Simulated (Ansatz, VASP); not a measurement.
**PbO: VASP beside Ansatz**

INCAR

```
PREC = Accurate ; ENCUT = 520
EDIFF = 1E-8 ; ISMEAR = -1
SIGMA = 0.03 ; LREAL = False
LASPH = True ; NELM = 80
ALGO = Normal ; ISIF = 2
LWAVE = False ; LCHARG = False
LEFG = True ; NBANDS = 28
```

Contents of KPOINTS:

```
regular mesh
0
Gamma
  7 7 6
```

Contents of POSCAR:

```
PbO
1.0
    4.0523492014      0.0000000000      0.0000000000
    0.0000000000      4.0523492014      0.0000000000
    0.0000000000      0.0000000000      5.1204955942
Pb O
2 2
Direct
    0.0000000000      0.5000000000      0.2351000000
    0.5000000000      0.0000000000      0.7649000000
    0.0000000000      0.0000000000      0.0000000000
    0.5000000000      0.5000000000      0.0000000000
```

Input for Ansatz:

```yaml
crystal:
  lattice:
    - [4.0523492014, 0.0, 0.0]
    - [0.0, 4.0523492014, 0.0]
    - [0.0, 0.0, 5.1204955942]
  atoms:
    - { symbol: Pb, position: [0.0, 0.5, 0.2351] }
    - { symbol: Pb, position: [0.5, 0.0, 0.7649] }
    - { symbol: O, position: [0.0, 0.0, 0.0] }
    - { symbol: O, position: [0.5, 0.5, 0.0] }
kpoints:
  mp_grid: { grid: [7, 7, 6] }
scf:
  occupations: { method: fermi_dirac, width: 0.03 }
hamiltonian:
  xc: lda
  pseudopotentials: { kind: all_electron, datasets: crystal }
output:
  forces: true
  stress: true
  eigenvalues: true
  efg: { contact_densities: true }
```

Change from the starting cell: volume scaled by 1.06, crystal datasets.

Alike in both runs: task electric field gradients; functional LDA; k mesh 7 × 7 × 6; occupations fermi-dirac, width 0.03 eV; no spin polarisation.

|  | VASP | Ansatz |
| --- | --- | --- |
| version | VASP 6.6.1 | Ansatz 0.2.0 |
| potentials or method | VASP PAW LDA potentials, release 64 (Pb_d, O), cutoff 520 eV | all-electron PAW with datasets made for the crystal, scalar-relativistic |

|  | VASP | Ansatz | Ansatz less VASP |
| --- | --- | --- | --- |
| gap on the k mesh at the Fermi level (eV) | 1.52 | 1.53 | +0.019 |
| pressure (GPa) | -5.9 | -6.0 | -0.13 |
| traceless stress, the component that is largest in VASP (GPa) | 0.81 | 0.80 | -0.011 |
| rms of the force components (eV/Å) | 0.338 | 0.362 | +0.0234 |
| size of Vzz on the site where it differs most (V/Å²) | 206.4 | 191.0 | -15.39 |

LDA's correlation is that of Perdew and Zunger in VASP and of Perdew and Wang (1992) in Ansatz. Atom by atom the forces differ by 0.023 eV/Å (rms over components). Ansatz ran all-electron here, and VASP with PAW potentials.

Spin-orbit coupling is off throughout.
